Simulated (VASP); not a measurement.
# AlN (I4/mmm) in VASP: a series of runs, part 2 of 2

VASP 6.6.1. The steps go on from the part before.

## Step 3: Single point, r2SCAN (strain +0.025 along x and y, +0.050 along z)

POSCAR reads:

```
AlN
1.0
    0.0000000000      2.0853809500      2.1362439000
    2.0853809500      0.0000000000      2.1362439000
    2.0853809500      2.0853809500      0.0000000000
Al N
1 1
Direct
    0.5000000000      0.5000000000      0.5000000000
    0.0000000000      0.0000000000      0.0000000000
```

INCAR.step1 reads:

```
SYSTEM = AlN
  PREC = Accurate
  ENCUT = 520
  ISMEAR = 0
  SIGMA = 0.05
  LREAL = .False.
  LASPH = .True.
  NELM = 60
  NBANDS = 11
  GGA = PE
  ALGO = Normal
  EDIFF = 1E-4
  LWAVE = .True.
  LCHARG = .False.
```

INCAR.step2 reads:

```
SYSTEM = AlN
  PREC = Accurate
  ENCUT = 520
  EDIFF = 1E-6
  ISMEAR = 0
  SIGMA = 0.05
  LREAL = .False.
  LASPH = .True.
  NELM = 60
  ALGO = Normal
  ISIF = 2
  LWAVE = .False.
  LCHARG = .True.
  METAGGA = R2SCAN
  LMIXTAU = .True.
  LELF = .True.
  LVHAR = .True.
  NBANDS = 11
  ISTART = 1
```

KPOINTS reads:

```
Automatic mesh
0
Gamma
  10 10 10
  0 0 0
```

Potentials or basis: VASP PAW PBE potentials, release 64 (Al, N).

The run is started by

```sh
> cat potpaw_PBE.64/Al/POTCAR potpaw_PBE.64/N/POTCAR > POTCAR
> cp INCAR.step1 INCAR
> mpirun -np 1 vasp_std > vasp.out
> cp INCAR.step2 INCAR
> mpirun -np 1 vasp_std > vasp.out
```

OUTCAR:

```text
SYSTEM = AlN
   PREC = Accurate
   ENCUT = 520
   EDIFF = 1E-6
   ISMEAR = 0
   LREAL = .False.
   LASPH = .True.
   NELM = 60
   ISIF = 2
   METAGGA = R2SCAN
   ISTART = 1

 ion  position               nearest neighbor table
   1  0.500  0.500  0.500-   2 2.09   2 2.09   2 2.09   2 2.09   2 2.14   2 2.14
   2  0.000  0.000  0.000-   1 2.09   1 2.09   1 2.09   1 2.09   1 2.14   1 2.14

  LATTYP: Found a body centered tetragonal cell.
 ALAT       =     2.9491740222
 C/A-ratio  =     1.4487065761

  Lattice vectors:

 A1 = (  -2.0853809500,   0.0000000000,   2.1362439000)
 A2 = (   2.0853809500,   0.0000000000,   2.1362439000)
 A3 = (   0.0000000000,   2.0853809500,  -2.1362439000)

Analysis of symmetry for initial positions (statically):
=====================================================================
 Subroutine PRICEL returns:
 Original cell was already a primitive cell.

 Routine SETGRP: Setting up the symmetry group for a
 body centered tetragonal supercell.

 Subroutine GETGRP returns: Found 16 space group operations
 (whereof 16 operations were pure point group operations)
 out of a pool of 16 trial point group operations.

The static configuration has the point symmetry D_4h.

Analysis of symmetry for dynamics (positions and initial velocities):
=====================================================================
 Subroutine PRICEL returns:
 Original cell was already a primitive cell.

 Routine SETGRP: Setting up the symmetry group for a
 body centered tetragonal supercell.

 Subroutine GETGRP returns: Found 16 space group operations
 (whereof 16 operations were pure point group operations)
 out of a pool of 16 trial point group operations.

The dynamic configuration has the point symmetry D_4h.

 Subroutine INISYM returns: Found 16 space group operations
 (whereof 16 operations are pure point group operations),
 and found     1 'primitive' translations

----------------------------------------------------------------------------------------

                                     Primitive cell

  volume of cell :      18.5803

  direct lattice vectors                    reciprocal lattice vectors
     0.000000000  2.085380950  2.136243900    -0.239764346  0.239764346  0.234055671
     2.085380950  0.000000000  2.136243900     0.239764346 -0.239764346  0.234055671
     2.085380950  2.085380950  0.000000000     0.239764346  0.239764346 -0.234055671

  length of vectors
     2.985356211  2.985356211  2.949174022     0.412014491  0.412014491  0.412014491

  position of ions in fractional coordinates (direct lattice)
     0.500000000  0.500000000  0.500000000
     0.000000000  0.000000000  0.000000000

  ion indices of the primitive-cell ions
   primitive index   ion index
                 1           1
                 2           2

----------------------------------------------------------------------------------------

 KPOINTS: Automatic mesh

Automatic generation of k-mesh.
 Grid dimensions read from file:
 generate k-points for:   10   10   10

 Generating k-lattice:
[... 22 lines left out ...]
  0.300000 -0.000000  0.000000      8.000000
  0.400000  0.000000  0.000000      8.000000
  0.500000 -0.000000  0.000000      4.000000
[... 16 lines left out ...]
  0.300000  0.300000  0.000000      2.000000
  0.400000  0.300000  0.000000      8.000000
 [... further k-points ...]
   k-points           NKPTS =    102   k-points in BZ     NKDIM =    102   number of bands    NBANDS=     11
   number of dos      NEDOS =    301   number of ions     NIONS =      2
   total plane-waves  NPLWV =  13824
   dimension x,y,z NGX =    24 NGY =   24 NGZ =   24
   dimension x,y,z NGXF=    48 NGYF=   48 NGZF=   48
   ions per type =               1   1
   NGX,Y,Z   is equivalent  to a cutoff of  13.36, 13.36, 13.53 a.u.
   NGXF,Y,Z  is equivalent  to a cutoff of  26.73, 26.73, 27.06 a.u.
 SYSTEM =  AlN
   PREC   = accura    normal or accurate (medium, high low for compatibility)
   ISTART =      1    job   : 0-new  1-cont  2-samecut
   ICHARG =      0    charge: 1-file 2-atom 10-const
   ISPIN  =      1    spin polarized calculation?
   LNONCOLLINEAR =      F non collinear calculations
   LSORBIT =      F    spin-orbit coupling
   LASPH  =      T    aspherical Exc in radial PAW
   ENCUT  =  520.0 eV  38.22 Ry    6.18 a.u.   5.55  5.55  5.48*2*pi/ulx,y,z
   NELM   =     60;   NELMIN=  2; NELMDL=  0     # of ELM steps
   EDIFF  = 0.1E-05   stopping-criterion for ELM
   LREAL  =      F    real-space projection
   EDIFFG = 0.1E-04   stopping-criterion for IOM
   NSW    =      0    number of steps for IOM
   IBRION =     -1    ionic relax: 0-MD 1-quasi-New 2-CG
   NFREE  =      0    steps in history (QN), initial steepest desc. (CG)
   ISIF   =      2    stress and relaxation
   ISYM   =      2    0-nonsym 1-usesym 2-fastsym
   POTIM  = 0.5000    time-step for ionic-motion
   TEBEG  =    0.0;   TEEND  =   0.0 temperature during run
   PSTRESS=    0.0 pullay stress
   NELECT =       8.0000    total number of electrons
   NUPDOWN=      -1.0000    fix difference up-down
   EMIN   =  10.00;   EMAX   =-10.00  energy-range for DOS
   EFERMI =   0.00;   METHOD = LEGACY
   ISMEAR =     0;   SIGMA  =   0.05  broadening in eV -4-tet -1-fermi 0-gaus
   EFERMI_NEDOS =   21; number of points for ismear=-14 and -15
   IALGO  =     38    algorithm
   IMIX   =      4    mixing-type and parameters
     AMIX     =   0.40;   BMIX     =  1.00
     AMIX_MAG =   1.60;   BMIX_MAG =  1.00
  volume/ion in A,a.u.               =       9.29        62.69
  Fermi-wavevector in a.u.,A,eV,Ry     =   1.236197  2.336073 20.792186  1.528183
  Thomas-Fermi vector in A             =   2.370815
   LORBIT       =      0    0 simple, 1 ext, 2 COOP (PROOUT), +10 PAW based schemes
   METAGGA = R2SCAN    functional components
   LHFCALC =     F    Hartree Fock is set to
   AEXX    =    0.0000 exact exchange contribution
   IVDW    =     0    specifies the selected vdW correction
   LEPSILON=     F    determine dielectric tensor
   LRPA    =     F    only Hartree local field effects (RPA)
 non-spin polarized calculation
 Gauss-broadening in eV      SIGMA  =   0.05
  energy-cutoff  :      520.00
  volume of cell :       18.58
 maximum number of plane-waves:       532
 NGX is ok and might be reduce to    24
   NGX = 11   NGY = 11   NGZ = 11

 number of electron       8.0000000 magnetization

 Free energy of the ion-electron system (eV)
  ---------------------------------------------------
  ext. energy  EPLUGINS =         0.00000000
  ---------------------------------------------------
  free energy    TOTEN  =       -18.69365639 eV

  energy without entropy =      -18.69365639  energy(sigma->0) =      -18.69365639

 E-fermi :   8.7138     XC(G=0): -12.3071

 val. band max:        8.4533568798   @ k =   0.0000   0.0000   0.0000
 cond. band min:      12.6298135294   @ k =   0.5000   0.0000   0.5000
 fundamental gap:      4.1764566496
 Fermi energy:         8.7138453649

 k-point     1 :       0.0000    0.0000    0.0000
  band No.  band energies     occupation
      1      -9.0381      2.00000
      2       8.2762      2.00000
      3       8.2762      2.00000
      4       8.4534      2.00000
      5      13.1848      0.00000
      6      20.6416      0.00000
      7      20.9579      0.00000
      8      20.9579      0.00000
      9      25.6540      0.00000
     10      26.0397      0.00000
     11      26.3276      0.00000
[... 309 lines left out ...]
 k-point    24 :       0.4000    0.3000    0.0000
  band No.  band energies     occupation
      1      -6.4888      2.00000
      2       2.8047      2.00000
      3       5.8127      2.00000
      4       6.3133      2.00000
      5      14.4157      0.00000
      6      15.9489      0.00000
      7      20.1670      0.00000
      8      23.8722      0.00000
      9      24.5508      0.00000
     10      30.0173      0.00000
     11      32.7281      0.00000

 [... further k-points ...]

------------------------ aborting loop because EDIFF is reached ----------------------------------------

  FORCE on cell =-STRESS in cart. coord.  units (eV):
  Direction    XX          YY          ZZ          XY          YZ          ZX
  --------------------------------------------------------------------------------------
  -------------------------------------------------------------------------------------
  Total       -3.0161997     -3.0161997     -3.2980107      0.0000000      0.0000000     -0.0000000
  in kB     -260.0872354   -260.0872354   -284.3878326      0.0000000      0.0000000     -0.0000000
  external PRESSURE =    -268.1874345 kB  Pullay stress =       0.0000000 kB

 VOLUME and BASIS-vectors are now :
 -----------------------------------------------------------------------------
  energy-cutoff  :      520.00
  volume of cell :       18.58
      direct lattice vectors                 reciprocal lattice vectors
     0.000000000  2.085380950  2.136243900    -0.239764346  0.239764346  0.234055671
     2.085380950  0.000000000  2.136243900     0.239764346 -0.239764346  0.234055671
     2.085380950  2.085380950  0.000000000     0.239764346  0.239764346 -0.234055671

 POSITION                                       TOTAL-FORCE (eV/Angst)
 -----------------------------------------------------------------------------------
      2.08538      2.08538      2.13624         0.000000     -0.000000      0.000000
      0.00000      0.00000      0.00000        -0.000000      0.000000     -0.000000
 -----------------------------------------------------------------------------------
    total drift:                                0.000000     -0.000000     -0.000000

  FREE ENERGIE OF THE ION-ELECTRON SYSTEM (eV)
  ---------------------------------------------------
  free  energy   TOTEN  =       -18.6936563940 eV

  energy  without entropy=      -18.6936563940  energy(sigma->0) =      -18.69365639
```

Run time: 64 s. Hardware: 1 thread of Intel Xeon 8259CL, shared host; peak memory 0.15 GiB.

What came out:

| Item | Value |
| --- | --- |
| Free energy | -18.6937 eV |
| Pressure | -26.8 GPa |
| Band gap on the k mesh | 4.18 eV (least direct gap 4.73 eV) |

Stress tensor (GPa, compression positive):
```
-26.01   0.00   0.00
  0.00 -26.01   0.00
  0.00   0.00 -28.44
```

Caveat: the cell differs from its parent crystal (strain +0.025 along x and y, +0.050 along z); the cell stands under tension; the PAW data sets were made with another functional, which shifts forces and pressure a little.

## Step 4: Single point, r2SCAN (strain +0.050 along x and y, +0.025 along z)

POSCAR reads:

```
AlN
1.0
    0.0000000000      2.1362439000      2.0853809500
    2.1362439000      0.0000000000      2.0853809500
    2.1362439000      2.1362439000      0.0000000000
Al N
1 1
Direct
    0.5000000000      0.5000000000      0.5000000000
    0.0000000000      0.0000000000      0.0000000000
```

INCAR.step1 reads:

```
ALGO = Normal
EDIFF = 1E-4
ENCUT = 520
GGA = PE
ISMEAR = 0
LASPH = True
LCHARG = False
LREAL = False
LWAVE = True
NBANDS = 11
NELM = 60
PREC = Accurate
SIGMA = 0.05
```

INCAR.step2 reads:

```
ALGO = Normal
EDIFF = 1E-6
ENCUT = 520
ISIF = 2
ISMEAR = 0
ISTART = 1
LASPH = True
LCHARG = False
LMIXTAU = True
LREAL = False
LWAVE = False
METAGGA = R2SCAN
NBANDS = 11
NELM = 60
PREC = Accurate
SIGMA = 0.05
```

KPOINTS reads:

```
k-points
0
Gamma
  10 10 10
```

The run is started by

```sh
> cat potpaw_PBE.64/Al/POTCAR potpaw_PBE.64/N/POTCAR > POTCAR
> cp INCAR.step1 INCAR
> mpirun -np 1 vasp_std > vasp.out
> cp INCAR.step2 INCAR
> mpirun -np 1 vasp_std > vasp.out
```

It took 60 s on 1 thread of Intel Xeon 8259CL, shared host; peak memory 0.15 GiB.

The run converged. Its results:

```
Free energy            : -18.6126 eV
Pressure               : -30.6 GPa
Band gap on the k mesh : 3.96 eV (least direct gap 4.47 eV)
```

Stress tensor (GPa, compression positive):
```
-31.28   0.00   0.00
  0.00 -31.28   0.00
  0.00   0.00 -29.18
```

Levels at points of the mesh, in eV from the valence-band top:
```csv
k point,band 2,band 3,band 4,band 5,band 6,band 7
"(0.00, 0.00, 0.00)",-0.19,0.00,0.00,4.47,12.27,12.27
"(0.50, 0.00, 0.00)",-7.63,-1.01,-0.94,5.94,10.44,10.96
"(0.50, 0.50, 0.00)",-6.63,-2.70,-2.70,3.96,5.97,13.78
"(0.50, 0.00, 0.50)",-6.71,-2.70,-2.39,4.14,6.19,13.46
```

Caveat: the cell differs from its parent crystal (strain +0.050 along x and y, +0.025 along z); the cell stands under tension; the PAW data sets were made with another functional, which shifts forces and pressure a little.

## Step 5: Single point, r2SCAN

This run uses another cell than the first one, of 9.52 Å³/atom.

POSCAR is that of step 4.

INCAR.step1 reads:

```
SYSTEM = AlN
PREC = Accurate
ENCUT = 520
ISMEAR = 0
SIGMA = 0.05
LREAL = .False.
LASPH = .True.
NELM = 100
NBANDS = 11
GGA = PE
ALGO = Normal
EDIFF = 1E-4
LWAVE = .True.
LCHARG = .False.
```

INCAR.step2 reads:

```
SYSTEM = AlN
PREC = Accurate
ENCUT = 520
EDIFF = 1E-7
ISMEAR = 0
SIGMA = 0.05
LREAL = .False.
LASPH = .True.
NELM = 100
ALGO = Normal
ISIF = 2
LWAVE = .False.
LCHARG = .False.
METAGGA = R2SCAN
LMIXTAU = .True.
NBANDS = 11
ISTART = 1
```

KPOINTS reads:

```
regular mesh
0
Gamma
  10 10 10
  0 0 0
```

Potentials or basis: VASP PAW PBE potentials, release 64 (Al, N).

The run is started by

```sh
> cat potpaw_PBE.64/Al/POTCAR potpaw_PBE.64/N/POTCAR > POTCAR
> cp INCAR.step1 INCAR
> mpirun -np 1 vasp_std > vasp.out
> cp INCAR.step2 INCAR
> mpirun -np 1 vasp_std > vasp.out
```

OUTCAR:

```text
SYSTEM = AlN
   PREC = Accurate
   ENCUT = 520
   EDIFF = 1E-7
   ISMEAR = 0
   LREAL = .False.
   LASPH = .True.
   NELM = 100
   ISIF = 2
   METAGGA = R2SCAN
   ISTART = 1

 ion  position               nearest neighbor table
   1  0.500  0.500  0.500-   2 2.09   2 2.09   2 2.14   2 2.14   2 2.14   2 2.14
   2  0.000  0.000  0.000-   1 2.09   1 2.09   1 2.14   1 2.14   1 2.14   1 2.14

  LATTYP: Found a body centered tetragonal cell.
 ALAT       =     3.0211050959
 C/A-ratio  =     1.3805418109

  Lattice vectors:

[... 525 lines left out ...]

  FORCE on cell =-STRESS in cart. coord.  units (eV):
  Direction    XX          YY          ZZ          XY          YZ          ZX
  --------------------------------------------------------------------------------------
  -------------------------------------------------------------------------------------
  Total       -3.7144741     -3.7144741     -3.4654905      0.0000000     -0.0000000      0.0000000
  in kB     -312.6733358   -312.6733358   -291.7146436      0.0000000     -0.0000000      0.0000000
  external PRESSURE =    -305.6871051 kB  Pullay stress =       0.0000000 kB

 VOLUME and BASIS-vectors are now :
 -----------------------------------------------------------------------------
  energy-cutoff  :      520.00
  volume of cell :       19.03
      direct lattice vectors                 reciprocal lattice vectors
     0.000000000  2.136243900  2.085380950    -0.234055671  0.234055671  0.239764346
     2.136243900  0.000000000  2.085380950     0.234055671 -0.234055671  0.239764346
     2.136243900  2.136243900  0.000000000     0.234055671  0.234055671 -0.239764346

 POSITION                                       TOTAL-FORCE (eV/Angst)
 -----------------------------------------------------------------------------------
      2.13624      2.13624      2.08538        -0.000000      0.000000      0.000000
      0.00000      0.00000      0.00000         0.000000     -0.000000     -0.000000
 -----------------------------------------------------------------------------------
    total drift:                                0.000000     -0.000000     -0.000000

  FREE ENERGIE OF THE ION-ELECTRON SYSTEM (eV)
  ---------------------------------------------------
  free  energy   TOTEN  =       -18.6125633944 eV

  energy  without entropy=      -18.6125633944  energy(sigma->0) =      -18.61256339
```

OUTCAR.step1:

```text
SYSTEM = AlN
   PREC = Accurate
   ENCUT = 520
   ISMEAR = 0
   LREAL = .False.
   LASPH = .True.
[... 559 lines left out ...]
      2.13624      2.13624      2.08538        -0.000000      0.000000     -0.000000
      0.00000      0.00000      0.00000         0.000000     -0.000000      0.000000
 -----------------------------------------------------------------------------------
    total drift:                                0.000000     -0.000000     -0.000000

  FREE ENERGIE OF THE ION-ELECTRON SYSTEM (eV)
  ---------------------------------------------------
  free  energy   TOTEN  =       -14.3629788494 eV

  energy  without entropy=      -14.3629788494  energy(sigma->0) =      -14.36297885
```

OSZICAR.step1:

```text
N       E                     dE             d eps       ncg     rms          rms(c)
DAV:   1     0.734448712271E+01    0.73445E+01   -0.38741E+03  2268   0.656E+02
DAV:   2    -0.152631172585E+02   -0.22608E+02   -0.21254E+02  2768   0.119E+02
DAV:   3    -0.160151737093E+02   -0.75206E+00   -0.75050E+00  2707   0.197E+01
DAV:   4    -0.160177338217E+02   -0.25601E-02   -0.25599E-02  2548   0.127E+00
DAV:   5    -0.160177551350E+02   -0.21313E-04   -0.21313E-04  2670   0.118E-01    0.716E+00
DAV:   6    -0.143785985303E+02    0.16392E+01   -0.83778E+00  2469   0.144E+01    0.245E+00
DAV:   7    -0.143716199085E+02    0.69786E-02   -0.12863E-01  2460   0.286E+00    0.166E+00
DAV:   8    -0.143634392394E+02    0.81807E-02   -0.22069E-02  2382   0.129E+00    0.361E-01
DAV:   9    -0.143629093852E+02    0.52985E-03   -0.21497E-03  2562   0.267E-01    0.151E-01
DAV:  10    -0.143629788494E+02   -0.69464E-04   -0.16863E-04  1905   0.978E-02
   1 F= -.14362979E+02 E0= -.14362979E+02  d E =-.260380E-16
```

Run time: 72 s. Hardware: 1 thread of Intel Xeon 8259CL, shared host; peak memory 0.15 GiB.

What came out:

| Quantity | Value |
| --- | --- |
| Free energy | -18.6126 eV |
| Pressure | -30.6 GPa |
| Band gap on the k mesh | 3.96 eV (least direct gap 4.47 eV) |

Stress tensor (GPa, compression positive):
```
-31.27   0.00   0.00
  0.00 -31.27   0.00
  0.00   0.00 -29.17
```

Caveat: the cell stands under tension; the PAW data sets were made with another functional, which shifts forces and pressure a little.

## Step 6: The runs side by side

| cell | gap on the mesh (eV) | pressure (GPa) |
| --- | --- | --- |
| a = 2.913, b = 2.913, c = 2.949 Å, angles 59.6, 59.6, 60.8°, 2 atoms | 4.62 | -17.9 |
| a = 2.985, b = 2.985, c = 2.949 Å, angles 60.4, 60.4, 59.2°, 2 atoms | 4.18 | -26.8 |
| a = 2.985, b = 2.985, c = 3.021 Å, angles 59.6, 59.6, 60.8°, 2 atoms | 3.96 | -30.6 |

Alike in all rows: task single point; level r2SCAN; potentials or basis VASP PAW PBE potentials, release 64 (Al, N); no spin polarisation; k mesh 10 × 10 × 10; cutoff (eV) 520; smearing gaussian 0.05 eV.

Caveats: the cell stands under tension; the PAW data sets were made with another functional, which shifts forces and pressure a little.

Absolute energies hang on the potentials; compare differences alone.
